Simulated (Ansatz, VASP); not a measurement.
# Ga2O3: VASP beside Ansatz

```
Ga O
1.0
     2.52898    1.46010    4.54131
    -2.52898    1.46010    4.54131
     0.00000   -2.92021    4.54131
Ga O
4 6
Direct
  0.85584 0.85584 0.85584
  0.64416 0.64416 0.64416
  0.14416 0.14416 0.14416
  0.35584 0.35584 0.35584
  0.75000 0.44690 0.05310
  0.44690 0.05310 0.75000
  0.05310 0.75000 0.44690
  0.25000 0.55310 0.94690
  0.94690 0.25000 0.55310
  0.55310 0.94690 0.25000
```

Alike in both runs: functional PBE; k mesh 7 × 7 × 7; no spin polarisation.

Ansatz relaxed the structure, and its values are those at the end. VASP's run is a single point on that final structure, the one shown.

|  | VASP | Ansatz |
| --- | --- | --- |
| version | VASP 6.6.1 | Ansatz 0.2.0 |
| potentials or method | VASP PAW PBE potentials, release 64 (Ga_d, O), cutoff 520 eV | plane-wave PAW DFT |
| occupations | gaussian, width 0.01 eV | fixed |
| valence electrons in the cell | 88 | 88 |

|  | VASP | Ansatz | Ansatz less VASP |
| --- | --- | --- | --- |
| pressure (GPa) | 0.9 | 0.0 | -0.88 |
| rms of the force components (eV/Å) | 0.004 | 0.000 | -0.0042 |
